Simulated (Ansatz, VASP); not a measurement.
# One calculation of Mo, two programs

File INCAR:

```
PREC = Accurate
ENCUT = 520
EDIFF = 1E-6
ISMEAR = 0
SIGMA = 0.15
LREAL = F
LASPH = T
NELM = 100
ALGO = Fast
ISIF = 2
LWAVE = F
LCHARG = F
GGA = PE
NBANDS = 13
```

The input KPOINTS:

```
regular mesh
0
Gamma
  22 22 22
```

POSCAR

```
Mo
1.0
    0.0000000000      1.7952512894      2.5384853232
    1.7952512894      0.0000000000      2.5384853232
    1.7952512894      1.7952512894      0.0000000000
Mo
1
Direct
    0.0000000000      0.0000000000      0.0000000000
```

Input for Ansatz:

```yaml
crystal:
  lattice:
    - [0.0, 1.7952512894, 2.5384853232]
    - [1.7952512894, 0.0, 2.5384853232]
    - [1.7952512894, 1.7952512894, 0.0]
  atoms:
    - { symbol: Mo, position: [0.0, 0.0, 0.0] }
basis:
  ecutwfc: 420
kpoints:
  mp_grid: { grid: [22, 22, 22] }
hamiltonian:
  xc: pbe
scf:
  occupations: { method: gaussian, width: 0.15 }
output:
  forces: true
  stress: true
  eigenvalues: true
```

Alike in both runs: task single point; functional PBE; k mesh 22 × 22 × 22; occupations gaussian, width 0.15 eV; no spin polarisation.

|  | VASP | Ansatz |
| --- | --- | --- |
| version | VASP 6.6.1 | Ansatz 0.2.0 |
| potentials or method | VASP PAW PBE potentials, release 64 (Mo_sv), cutoff 520 eV | scalar-relativistic, plane waves, PAW |
| valence electrons in the cell | 14 | 14 |

|  | VASP | Ansatz | Ansatz less VASP |
| --- | --- | --- | --- |
| gap on the k mesh at the Fermi level (eV) | none | none | - |
| pressure (GPa) | 2.3 | 1.8 | -0.46 |
| traceless stress, the component that is largest in VASP (GPa) | -22.58 | -22.35 | +0.227 |

A gap of «none» marks a metal or a gap that the smearing closes. The functional is the same, so the differences come from potentials, cutoffs and numerics.
